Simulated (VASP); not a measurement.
Write the native input for VASP 6.6.1 that does the following.

- Task: single point
- Functional: PBE
- Potentials or basis: VASP PAW PBE potentials, release 64 (Re)
- Cutoff: 520 eV
- k mesh: 15 × 15 × 15
- Occupations: fermi-dirac, width 0.08 eV
- Spin: no spin polarisation
- Dipole correction: no
- Further INCAR settings: ALGO = Normal; EDIFF = 1e-06; NBANDS = 14

The structure of Re lies in POSCAR:

```
Re
1.0
    0.0000000000      2.2292995851      2.2292995851
    2.2292995851      0.0000000000      2.2292995851
    2.2292995851      2.2292995851      0.0000000000
Re
2
Direct
   -0.1250000000     -0.1250000000     -0.1250000000
    0.1250000000      0.1250000000      0.1250000000
```

The input as run:

INCAR

```
  PREC = Accurate
  ENCUT = 520
  EDIFF = 1E-6
  ISMEAR = -1
  SIGMA = 0.08
  LREAL = F
  LASPH = T
  NELM = 60
  ALGO = Normal
  ISIF = 2
  LWAVE = F
  LCHARG = F
  GGA = PE
  NBANDS = 14
```

KPOINTS

```
Automatic mesh
0
Gamma
  15 15 15
```

Potentials or basis: VASP PAW PBE potentials, release 64 (Re).

Launch:

```console
$ cat potpaw_PBE.64/Re/POTCAR > POTCAR
$ mpirun -np 1 vasp_std > vasp.out
```

It gave:

```json
{
 "Pressure": "443.6 GPa",
 "Band gap on the k mesh": "zero (band 7 reaches 13.61 eV, above the bottom of band 8 at 11.67 eV)"
}
```

Caveat: spin-orbit coupling is left out, which moves the levels of the heavy elements.

It took 16 s on 1 thread of Intel(R) Xeon(R) Platinum 8559C (Emerald Rapids), on a shared host, peak memory 0.15 GiB.
